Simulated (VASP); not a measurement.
**Sr: single point with RPBE**

The system is Sr.

```
CELL_PARAMETERS angstrom
0.00000 4.93068 4.93068
4.93068 0.00000 4.93068
4.93068 4.93068 0.00000
ATOMIC_POSITIONS crystal
Sr 0.12500 0.12500 0.12500
Sr 0.87500 0.87500 0.87500
```

```yaml
Program: VASP 6.6.1
Task: single point
Functional: RPBE
Potentials_or_basis: VASP PAW PBE potentials, release 64 (Sr_sv)
Cutoff: 520 eV
k_mesh: 9 × 9 × 9
Occupations: fermi-dirac, width 0.1 eV
Spin: no spin polarisation
```

```json
{"Pressure": "0.0 GPa", "Band gap on the k mesh": "zero (band 10 reaches 0.27 eV, above the bottom of band 11 at -0.38 eV)"}
```

Levels at points of the mesh, in eV from the Fermi level:
```
           k point  band 7  band 8  band 9  band 10  band 11  band 12  band 13  band 14
(0.00, 0.00, 0.00)  -19.70  -19.70   -2.55     0.62     0.62     0.62     0.90     0.90
```

Run time: 2.6 min on 1 thread of Intel(R) Xeon(R) Platinum 8488C (Sapphire Rapids), with other jobs on the host, peak memory 0.44 GiB.

Caveat: the PAW data sets were made with another functional, which shifts forces and pressure a little.
